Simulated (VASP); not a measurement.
FeO (Wuestite), 2 atoms in the cell. The typed cell holds 2 atoms: a = 3.003 Å, b = 3.003 Å, c = 3.003 Å, α = 59.98°, β = 59.98°, γ = 59.98°. 

```yaml
Program: VASP 6.6.1
Task: single point
Functional: PBEsol
Potentials_or_basis: VASP PAW PBE potentials, release 64 (Fe, O)
Cutoff: 520 eV
k_mesh: 11 × 11 × 11
Occupations: fermi-dirac, width 0.05 eV
Spin: collinear spin, ferromagnetic start
Starting_moments: "[3.0, 0.0] μB"
Dipole_correction: no
Further_INCAR_settings: ALGO = Normal; EDIFF = 1e-06; NBANDS = 18
```

Potentials or basis: VASP PAW PBE potentials, release 64 (Fe, O).

Run with:

```console
$ cat potpaw_PBE.64/Fe/POTCAR potpaw_PBE.64/O/POTCAR > POTCAR
$ mpirun -np 1 vasp_std > vasp.out
```

Hardware: 1 thread of Intel(R) Xeon(R) 6975P-C (Granite Rapids), on a shared host.

Problem. How long does it take, and how much memory?

Solution. It took 34 s on 1 thread of Intel(R) Xeon(R) 6975P-C (Granite Rapids), on a shared host, peak memory 0.2 GiB. Counts: scf iterations 15, k points 146.
